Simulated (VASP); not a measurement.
Wanted: the native input for a VASP 6.6.1 run.

* Task: relaxation of cell and atoms
* Functional: r2SCAN
* Potentials or basis: VASP PAW PBE potentials, release 64 (Tl_d, Cl)
* Cutoff: 550 eV
* k mesh: 10 × 10 × 10
* Occupations: fermi-dirac, width 0.1 eV
* Spin: no spin polarisation
* Dipole correction: no
* Further INCAR settings: ALGO = Normal; EDIFF = 1e-07; IBRION = 2; EDIFFG = -0.002; NSW = 100; ISIF = 3

The system is TlCl.

```
Tl Cl
1.0
     3.83400    0.00000    0.00000
     0.00000    3.83400    0.00000
     0.00000    0.00000    3.83400
Tl Cl
1 1
Cartesian
  0.0000 0.0000 0.0000
  1.9170 1.9170 1.9170
```

These files were run (other wordings do the same):

POSCAR

```
TlCl
1.0
    3.8340000000      0.0000000000      0.0000000000
    0.0000000000      3.8340000000      0.0000000000
    0.0000000000      0.0000000000      3.8340000000
Tl Cl
1 1
Direct
    0.0000000000      0.0000000000      0.0000000000
    0.5000000000      0.5000000000      0.5000000000
```

INCAR.step1

```
SYSTEM = TlCl
PREC = Accurate
ENCUT = 550
ISMEAR = -1
SIGMA = 0.1
LREAL = .False.
LASPH = .True.
NELM = 120
GGA = PE
ALGO = Normal
EDIFF = 1E-5
LWAVE = .True.
LCHARG = .False.
GGA_COMPAT = .False.
IBRION = 2
ISIF = 3
EDIFFG = -0.005
NELMIN = 4
NSW = 100
```

INCAR.step2

```
SYSTEM = TlCl
PREC = Accurate
ENCUT = 550
EDIFF = 1E-7
ISMEAR = -1
SIGMA = 0.1
LREAL = .False.
LASPH = .True.
NELM = 120
ALGO = Normal
ISIF = 3
LWAVE = .False.
LCHARG = .False.
METAGGA = R2SCAN
LMIXTAU = .True.
IBRION = 2
NSW = 100
EDIFFG = -0.002
ISTART = 1
GGA_COMPAT = .False.
NELMIN = 4
```

KPOINTS

```
regular mesh
0
Gamma
  10 10 10
  0 0 0
```

Potentials or basis: VASP PAW PBE potentials, release 64 (Tl_d, Cl).

Command:

```bash
$ cat potpaw_PBE.64/Tl_d/POTCAR potpaw_PBE.64/Cl/POTCAR > POTCAR
$ cp INCAR.step1 INCAR
$ mpirun -np 1 vasp_std > vasp.out
$ cp INCAR.step2 INCAR
$ mpirun -np 1 vasp_std > vasp.out
```

Results of the run:

- Relaxed volume: 28.21 Å³/atom
- Relaxed cell: a = 3.835 Å, b = 3.835 Å, c = 3.835 Å, α = 90.00°, β = 90.00°, γ = 90.00°
- Space group after relaxing (to 0.1 Å): Pm-3m (No. 221)
- Energy gained by relaxing: 0.0 meV/atom
- Ionic steps: 2
- Pressure after relaxing: 0.0 GPa
- Band gap on the k mesh: 2.51 eV

Caveat: the PAW data sets were made with another functional, which shifts forces and pressure a little; spin-orbit coupling is left out, which moves the levels of the heavy elements.

Run time: 3.7 min on 1 thread of Intel(R) Xeon(R) Platinum 8488C (Sapphire Rapids), on a shared host, peak memory 0.21 GiB.
